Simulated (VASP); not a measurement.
# Pd in VASP: notebook

Runs on Pd. Level: PBEsol. Tasks: single point.

All numbers are computed with VASP 6.6.1; they aren't measurements. Logs are shortened: lines on timing, memory, paths and dates and some standing lists are left out, and cuts for length are marked.

## Step 1: The cell of the first run

It takes space group P6_3/mmc (No. 194, hexagonal). The conventional cell has a = 2.781 Å, b = 2.781 Å, c = 9.179 Å, α = 90.00°, β = 90.00°, γ = 120.00°. Within 3.7 Å of Pd (site symmetry -6m2) lie 12 Pd at 2.78 to 2.80 Å. Within 3.7 Å of Pd (site symmetry -3m) lie 12 Pd at 2.78 to 2.80 Å.

## Step 2: Single point, PBEsol (volume scaled by 1.02)

INCAR

```
ALGO     = Normal         # electronic algorithm
EDIFF    = 1E-6           # SCF threshold, eV
ENCUT    = 520            # plane-wave cutoff, eV
GGA      = PS             # functional
ISIF     = 2              # what is computed and relaxed
ISMEAR   = -1             # smearing method
LASPH    = True           # aspherical terms in the spheres
LCHARG   = False          # write CHGCAR
LREAL    = False          # projectors in reciprocal space
LWAVE    = False          # write WAVECAR
NBANDS   = 28             # bands
NELM     = 80             # most SCF steps
PREC     = Accurate       # precision mode
SIGMA    = 0.05           # smearing width, eV
```

KPOINTS

```
k-points
0
Gamma
  11 11 3
```

POSCAR

```
Pd
1.0
    2.7808573127      0.0000000000      0.0000000000
   -1.3904286564      2.4082930771      0.0000000000
    0.0000000000      0.0000000000      9.1787825657
Pd
4
Direct
    0.6666666667      0.3333333333      0.7500000000
    0.0000000000      0.0000000000      0.5000000000
    0.3333333333      0.6666666667      0.2500000000
    0.0000000000      0.0000000000      0.0000000000
```

Potentials or basis: VASP PAW PBE potentials, release 64 (Pd).

On the command line:

```console
$ cat potpaw_PBE.64/Pd/POTCAR > POTCAR
$ mpirun -np 1 vasp_std > vasp.out
```

OUTCAR:

```text
EDIFF = 1E-6
   ENCUT = 520
   GGA = PS
   ISIF = 2
   ISMEAR = -1
   LASPH = True
   LREAL = False
   NELM = 80
   PREC = Accurate

 ion  position               nearest neighbor table
   1  0.667  0.333  0.750-   2 2.80   4 2.80   2 2.80   4 2.80   2 2.80   4 2.80
   2  0.000  0.000  0.500-   1 2.80   3 2.80   1 2.80   3 2.80   1 2.80   3 2.80
   3  0.333  0.667  0.250-   2 2.80   4 2.80   2 2.80   4 2.80   2 2.80   4 2.80
   4  0.000  0.000  0.000-   1 2.80   3 2.80   1 2.80   3 2.80   1 2.80   3 2.80

  LATTYP: Found a hexagonal cell.
 ALAT       =     2.7808573127
 C/A-ratio  =     3.3007024574

  Lattice vectors:

 A1 = (   2.7808573127,   0.0000000000,   0.0000000000)
 A2 = (  -1.3904286564,   2.4082930771,   0.0000000000)
 A3 = (   0.0000000000,   0.0000000000,   9.1787825657)

Analysis of symmetry for initial positions (statically):
=====================================================================
 Subroutine PRICEL returns:
 Original cell was already a primitive cell.

 Routine SETGRP: Setting up the symmetry group for a
 hexagonal supercell.

 Subroutine GETGRP returns: Found 24 space group operations
 (whereof 12 operations were pure point group operations)
 out of a pool of 24 trial point group operations.

The static configuration has the point symmetry D_3d.
 The point group associated with its full space group is D_6h.

Analysis of symmetry for dynamics (positions and initial velocities):
=====================================================================
 Subroutine PRICEL returns:
 Original cell was already a primitive cell.

 Routine SETGRP: Setting up the symmetry group for a
 hexagonal supercell.

 Subroutine GETGRP returns: Found 24 space group operations
 (whereof 12 operations were pure point group operations)
 out of a pool of 24 trial point group operations.

The dynamic configuration has the point symmetry D_3d.
 The point group associated with its full space group is D_6h.

 Subroutine INISYM returns: Found 24 space group operations
 (whereof 12 operations are pure point group operations),
 and found     1 'primitive' translations

----------------------------------------------------------------------------------------

                                     Primitive cell

  volume of cell :      61.4714

  direct lattice vectors                    reciprocal lattice vectors
     2.780857313  0.000000000  0.000000000     0.359601334  0.207615927  0.000000000
[... 84 lines left out ...]
   ISPIN  =      1    spin polarized calculation?
   LNONCOLLINEAR =      F non collinear calculations
   LSORBIT =      F    spin-orbit coupling
   LASPH  =      T    aspherical Exc in radial PAW
   ENCUT  =  520.0 eV  38.22 Ry    6.18 a.u.   5.17  5.17 17.07*2*pi/ulx,y,z
   NELM   =     80;   NELMIN=  2; NELMDL= -5     # of ELM steps
   EDIFF  = 0.1E-05   stopping-criterion for ELM
   LREAL  =      F    real-space projection
   EDIFFG = 0.1E-04   stopping-criterion for IOM
   NSW    =      0    number of steps for IOM
   IBRION =     -1    ionic relax: 0-MD 1-quasi-New 2-CG
   NFREE  =      0    steps in history (QN), initial steepest desc. (CG)
   ISIF   =      2    stress and relaxation
   ISYM   =      2    0-nonsym 1-usesym 2-fastsym
   POTIM  = 0.5000    time-step for ionic-motion
   TEBEG  =    0.0;   TEEND  =   0.0 temperature during run
   PSTRESS=    0.0 pullay stress
   NELECT =      40.0000    total number of electrons
   NUPDOWN=      -1.0000    fix difference up-down
   EMIN   =  10.00;   EMAX   =-10.00  energy-range for DOS
   EFERMI =   0.00;   METHOD = LEGACY
   ISMEAR =    -1;   SIGMA  =   0.05  broadening in eV -4-tet -1-fermi 0-gaus
   EFERMI_NEDOS =   21; number of points for ismear=-14 and -15
   IALGO  =     38    algorithm
   IMIX   =      4    mixing-type and parameters
     AMIX     =   0.40;   BMIX     =  1.00
     AMIX_MAG =   1.60;   BMIX_MAG =  1.00
  volume/ion in A,a.u.               =      15.37       103.71
  Fermi-wavevector in a.u.,A,eV,Ry     =   1.418634  2.680830 27.382041  2.012523
  Thomas-Fermi vector in A             =   2.539739
   LORBIT       =      0    0 simple, 1 ext, 2 COOP (PROOUT), +10 PAW based schemes
   GGA     = PS    functional components
   LHFCALC =     F    Hartree Fock is set to
   AEXX    =    0.0000 exact exchange contribution
   IVDW    =     0    specifies the selected vdW correction
   LEPSILON=     F    determine dielectric tensor
   LRPA    =     F    only Hartree local field effects (RPA)
 non-spin polarized calculation
  energy-cutoff  :      520.00
  volume of cell :       61.47
 maximum number of plane-waves:      1667
 NGX is ok and might be reduce to    24
   NGX = 11   NGY = 11   NGZ = 35

 number of electron      40.0000014 magnetization

 Free energy of the ion-electron system (eV)
  ---------------------------------------------------
  ext. energy  EPLUGINS =         0.00000000
  ---------------------------------------------------
  free energy    TOTEN  =       -23.69063941 eV

  energy without entropy =      -23.60152163  energy(sigma->0) =      -23.64608052

 E-fermi :   8.9658     XC(G=0): -13.1261

 val. band max:        8.9558090928   @ k =   0.2727   0.2727   0.0000
 cond. band min:       8.9677197350   @ k =   0.2727   0.0000   0.0000
 fundamental gap:      0.0119106421
 Fermi energy:         8.9657789539

 k-point     1 :       0.0000    0.0000    0.0000
  band No.  band energies     occupation
      1       2.0175      2.00000
      2       3.6476      2.00000
      3       3.6536      2.00000
      4       3.9069      2.00000
      5       6.1915      2.00000
      6       6.2131      2.00000
[... 733 lines left out ...]
     27      22.4843      0.00000
     28      23.1289      0.00000

 [... further k-points ...]
[... 5 lines left out ...]
  --------------------------------------------------------------------------------------
  -------------------------------------------------------------------------------------
  Total       -3.5634895     -3.5634895     -3.6849458      0.0000000      0.0000000      0.0000000
  in kB      -92.8780177    -92.8780177    -96.0436303      0.0000000      0.0000000      0.0000000
  external PRESSURE =     -93.9332219 kB  Pullay stress =       0.0000000 kB

 VOLUME and BASIS-vectors are now :
 -----------------------------------------------------------------------------
  energy-cutoff  :      520.00
  volume of cell :       61.47
      direct lattice vectors                 reciprocal lattice vectors
     2.780857313  0.000000000  0.000000000     0.359601334  0.207615927  0.000000000
    -1.390428656  2.408293077  0.000000000     0.000000000  0.415231854  0.000000000
     0.000000000  0.000000000  9.178782566     0.000000000  0.000000000  0.108946910

 POSITION                                       TOTAL-FORCE (eV/Angst)
 -----------------------------------------------------------------------------------
      1.39043      0.80276      6.88409        -0.000000      0.000000      0.000000
      0.00000      0.00000      4.58939        -0.000000      0.000000      0.000000
     -0.00000      1.60553      2.29470         0.000000      0.000000     -0.000000
      0.00000      0.00000      0.00000        -0.000000      0.000000      0.000000
 -----------------------------------------------------------------------------------
    total drift:                               -0.000000      0.000000      0.000000

  FREE ENERGIE OF THE ION-ELECTRON SYSTEM (eV)
  ---------------------------------------------------
  free  energy   TOTEN  =       -23.6906394124 eV

  energy  without entropy=      -23.6015216271  energy(sigma->0) =      -23.64608052
```

OSZICAR:

```text
N       E                     dE             d eps       ncg     rms          rms(c)
DAV:   1     0.255844837019E+03    0.25584E+03   -0.20028E+04  1792   0.139E+03
DAV:   2    -0.184252572141E+02   -0.27427E+03   -0.26163E+03  1892   0.319E+02
DAV:   3    -0.251300402268E+02   -0.67048E+01   -0.65767E+01  2012   0.539E+01
DAV:   4    -0.251898854646E+02   -0.59845E-01   -0.59817E-01  1960   0.496E+00
DAV:   5    -0.251908960108E+02   -0.10105E-02   -0.10105E-02  1984   0.695E-01    0.150E+01
DAV:   6    -0.237430491253E+02    0.14478E+01   -0.43904E+00  1920   0.162E+01    0.657E+00
DAV:   7    -0.237117165429E+02    0.31333E-01   -0.95935E-02  1944   0.214E+00    0.340E+00
DAV:   8    -0.239518188586E+02   -0.24010E+00   -0.17436E+00  1888   0.993E+00    0.506E+00
DAV:   9    -0.236931225603E+02    0.25870E+00   -0.80495E-01  1868   0.785E+00    0.470E-01
DAV:  10    -0.236907660863E+02    0.23565E-02   -0.14711E-02  1920   0.815E-01    0.141E-01
DAV:  11    -0.236906418426E+02    0.12424E-03   -0.47604E-04  1964   0.126E-01    0.448E-02
DAV:  12    -0.236906381944E+02    0.36482E-05   -0.35652E-05  1976   0.339E-02    0.137E-02
DAV:  13    -0.236906400478E+02   -0.18534E-05   -0.12326E-05  1444   0.235E-02    0.114E-02
DAV:  14    -0.236906394124E+02    0.63543E-06   -0.56144E-06  1204   0.169E-02
   1 F= -.23690639E+02 E0= -.23646081E+02  d E =-.891178E-01
```

Wall time 36 s (1 thread of AMD EPYC 9R45 (Zen 5), shared host); peak memory 0.17 GiB.

What came out:

* Free energy: -23.6906 eV
* Pressure: -9.4 GPa
* Band gap on the k mesh: zero (band 20 reaches 9.14 eV, above the bottom of band 21 at 8.29 eV)

Caveat: the PAW data sets were made with another functional, which shifts forces and pressure a little.

## Step 3: Single point, PBEsol (volume scaled by 1.04)

INCAR

```
PREC     = Accurate       # precision mode
ENCUT    = 520            # plane-wave cutoff, eV
EDIFF    = 1E-6           # SCF threshold, eV
ISMEAR   = -1             # smearing method
SIGMA    = 0.05           # smearing width, eV
LREAL    = F              # projectors in reciprocal space
LASPH    = T              # aspherical terms in the spheres
NELM     = 80             # most SCF steps
ALGO     = Normal         # electronic algorithm
ISIF     = 2              # what is computed and relaxed
LWAVE    = F              # write WAVECAR
LCHARG   = F              # write CHGCAR
GGA      = PS             # functional
NBANDS   = 28             # bands
```

KPOINTS

```
regular mesh
0
Gamma
  11 11 3
```

POSCAR

```
Pd
1.0
    2.7989153337      0.0000000000      0.0000000000
   -1.3994576669      2.4239317820      0.0000000000
    0.0000000000      0.0000000000      9.2383867200
Pd
4
Direct
    0.6666666667      0.3333333333      0.7500000000
    0.0000000000      0.0000000000      0.5000000000
    0.3333333333      0.6666666667      0.2500000000
    0.0000000000      0.0000000000      0.0000000000
```

Potentials or basis: VASP PAW PBE potentials, release 64 (Pd).

On the command line:

```console
$ cat potpaw_PBE.64/Pd/POTCAR > POTCAR
$ mpirun -np 1 vasp_std > vasp.out
```

OUTCAR:

```text
PREC = Accurate
   ENCUT = 520
   EDIFF = 1E-6
   ISMEAR = -1
   LREAL = F
   LASPH = T
   NELM = 80
   ISIF = 2
   GGA = PS

 ion  position               nearest neighbor table
   1  0.667  0.333  0.750-   2 2.82   4 2.82   2 2.82   4 2.82   2 2.82   4 2.82
   2  0.000  0.000  0.500-   1 2.82   3 2.82   1 2.82   3 2.82   1 2.82   3 2.82
   3  0.333  0.667  0.250-   2 2.82   4 2.82   2 2.82   4 2.82   2 2.82   4 2.82
   4  0.000  0.000  0.000-   1 2.82   3 2.82   1 2.82   3 2.82   1 2.82   3 2.82

  LATTYP: Found a hexagonal cell.
 ALAT       =     2.7989153337
 C/A-ratio  =     3.3007024574

  Lattice vectors:

 A1 = (   2.7989153337,   0.0000000000,   0.0000000000)
 A2 = (  -1.3994576669,   2.4239317820,   0.0000000000)
 A3 = (   0.0000000000,   0.0000000000,   9.2383867200)

Analysis of symmetry for initial positions (statically):
=====================================================================
 Subroutine PRICEL returns:
 Original cell was already a primitive cell.

 Routine SETGRP: Setting up the symmetry group for a
 hexagonal supercell.

 Subroutine GETGRP returns: Found 24 space group operations
 (whereof 12 operations were pure point group operations)
 out of a pool of 24 trial point group operations.

The static configuration has the point symmetry D_3d.
 The point group associated with its full space group is D_6h.

Analysis of symmetry for dynamics (positions and initial velocities):
=====================================================================
 Subroutine PRICEL returns:
 Original cell was already a primitive cell.

 Routine SETGRP: Setting up the symmetry group for a
 hexagonal supercell.

 Subroutine GETGRP returns: Found 24 space group operations
 (whereof 12 operations were pure point group operations)
 out of a pool of 24 trial point group operations.

The dynamic configuration has the point symmetry D_3d.
[... 116 lines left out ...]
   NUPDOWN=      -1.0000    fix difference up-down
   EMIN   =  10.00;   EMAX   =-10.00  energy-range for DOS
   EFERMI =   0.00;   METHOD = LEGACY
   ISMEAR =    -1;   SIGMA  =   0.05  broadening in eV -4-tet -1-fermi 0-gaus
   EFERMI_NEDOS =   21; number of points for ismear=-14 and -15
   IALGO  =     38    algorithm
   IMIX   =      4    mixing-type and parameters
     AMIX     =   0.40;   BMIX     =  1.00
     AMIX_MAG =   1.60;   BMIX_MAG =  1.00
  volume/ion in A,a.u.               =      15.67       105.74
  Fermi-wavevector in a.u.,A,eV,Ry     =   1.409482  2.663534 27.029854  1.986638
  Thomas-Fermi vector in A             =   2.531533
   LORBIT       =      0    0 simple, 1 ext, 2 COOP (PROOUT), +10 PAW based schemes
   GGA     = PS    functional components
   LHFCALC =     F    Hartree Fock is set to
   AEXX    =    0.0000 exact exchange contribution
   IVDW    =     0    specifies the selected vdW correction
   LEPSILON=     F    determine dielectric tensor
   LRPA    =     F    only Hartree local field effects (RPA)
 non-spin polarized calculation
  energy-cutoff  :      520.00
  volume of cell :       62.68
 maximum number of plane-waves:      1705
 NGX is ok and might be reduce to    24
   NGX = 11   NGY = 11   NGZ = 35

 number of electron      40.0000003 magnetization

 Free energy of the ion-electron system (eV)
  ---------------------------------------------------
  ext. energy  EPLUGINS =         0.00000000
  ---------------------------------------------------
  free energy    TOTEN  =       -23.61020881 eV

  energy without entropy =      -23.51913166  energy(sigma->0) =      -23.56467024

 E-fermi :   8.6551     XC(G=0): -13.0071

 val. band max:        8.6443532402   @ k =   0.2727   0.2727   0.0000
 cond. band min:       8.6553320692   @ k =   0.2727  -0.0000   0.0000
 fundamental gap:      0.0109788290
 Fermi energy:         8.6550675708

 k-point     1 :       0.0000    0.0000    0.0000
  band No.  band energies     occupation
      1       1.8535      2.00000
      2       3.4653      2.00000
      3       3.4711      2.00000
      4       3.7400      2.00000
      5       5.9685      2.00000
      6       5.9880      2.00000
[... 733 lines left out ...]
     27      22.0086      0.00000
     28      22.6502      0.00000

 [... further k-points ...]
[... 5 lines left out ...]
  --------------------------------------------------------------------------------------
  -------------------------------------------------------------------------------------
  Total       -4.7028105     -4.7028105     -4.8162291      0.0000000      0.0000000      0.0000000
  in kB     -120.2158616   -120.2158616   -123.1151289      0.0000000      0.0000000      0.0000000
  external PRESSURE =    -121.1822840 kB  Pullay stress =       0.0000000 kB

 VOLUME and BASIS-vectors are now :
 -----------------------------------------------------------------------------
  energy-cutoff  :      520.00
  volume of cell :       62.68
      direct lattice vectors                 reciprocal lattice vectors
     2.798915334  0.000000000  0.000000000     0.357281261  0.206276432  0.000000000
    -1.399457667  2.423931782  0.000000000     0.000000000  0.412552864  0.000000000
     0.000000000  0.000000000  9.238386720     0.000000000  0.000000000  0.108244007

 POSITION                                       TOTAL-FORCE (eV/Angst)
 -----------------------------------------------------------------------------------
      1.39946      0.80798      6.92879         0.000000     -0.000000      0.000000
      0.00000      0.00000      4.61919         0.000000     -0.000000      0.000000
     -0.00000      1.61595      2.30960        -0.000000      0.000000     -0.000000
      0.00000      0.00000      0.00000         0.000000     -0.000000      0.000000
 -----------------------------------------------------------------------------------
    total drift:                               -0.000000      0.000000      0.000000

  FREE ENERGIE OF THE ION-ELECTRON SYSTEM (eV)
  ---------------------------------------------------
  free  energy   TOTEN  =       -23.6102088101 eV

  energy  without entropy=      -23.5191316602  energy(sigma->0) =      -23.56467024
```

OSZICAR:

```text
N       E                     dE             d eps       ncg     rms          rms(c)
DAV:   1     0.256165283222E+03    0.25617E+03   -0.20110E+04  1792   0.139E+03
DAV:   2    -0.182347378398E+02   -0.27440E+03   -0.26128E+03  1864   0.318E+02
DAV:   3    -0.250256818309E+02   -0.67909E+01   -0.66477E+01  2020   0.537E+01
DAV:   4    -0.250863450747E+02   -0.60663E-01   -0.60625E-01  1976   0.489E+00
DAV:   5    -0.250873281905E+02   -0.98312E-03   -0.98309E-03  1952   0.684E-01    0.143E+01
DAV:   6    -0.236571520805E+02    0.14302E+01   -0.44594E+00  1924   0.162E+01    0.621E+00
DAV:   7    -0.236332140041E+02    0.23938E-01   -0.11071E-01  1968   0.232E+00    0.336E+00
DAV:   8    -0.238895333168E+02   -0.25632E+00   -0.19301E+00  1888   0.103E+01    0.526E+00
DAV:   9    -0.236132673372E+02    0.27627E+00   -0.83939E-01  1876   0.796E+00    0.523E-01
DAV:  10    -0.236104350493E+02    0.28323E-02   -0.15748E-02  1932   0.847E-01    0.176E-01
DAV:  11    -0.236102307048E+02    0.20434E-03   -0.60028E-04  1960   0.139E-01    0.683E-02
DAV:  12    -0.236102078383E+02    0.22867E-04   -0.93860E-05  1952   0.522E-02    0.164E-02
DAV:  13    -0.236102096316E+02   -0.17933E-05   -0.19074E-05  1936   0.276E-02    0.124E-02
DAV:  14    -0.236102088101E+02    0.82149E-06   -0.64558E-06  1248   0.179E-02
   1 F= -.23610209E+02 E0= -.23564670E+02  d E =-.910771E-01
```

stdout:

```text
POSCAR found type information on POSCAR Pd
 POSCAR found :  1 types and       4 ions
 scaLAPACK will be used
 -----------------------------------------------------------------------------
|                                                                             |
|                                                                             |
|     You enforced a specific xc type in the INCAR file but a different       |
|     I HOPE YOU KNOW WHAT YOU ARE DOING!                                     |
|                                                                             |
 -----------------------------------------------------------------------------

 LDA part: xc-table for (Slater+PW92), standard interpolation
 POSCAR, INCAR and KPOINTS ok, starting setup
 FFT: planning ... GRIDC
 FFT: planning ... GRID_SOFT
 FFT: planning ... GRID
 WAVECAR not read
 entering main loop
```

It took 38 s on 1 thread of AMD EPYC 9R45 (Zen 5), shared host; peak memory 0.17 GiB.

Results:

- Free energy: -23.6102 eV
- Pressure: -12.1 GPa
- Band gap on the k mesh: zero (band 20 reaches 8.82 eV, above the bottom of band 21 at 8.00 eV)

Levels at points of the mesh, in eV from the Fermi level:
```
           k point  band 18  band 19  band 20  band 21  band 22  band 23
(0.00, 0.00, 0.00)    -0.97    -0.97    -0.65    -0.65    -0.13    -0.13
```

Caveat: the PAW data sets were made with another functional, which shifts forces and pressure a little.

[end of part 1 of 2]
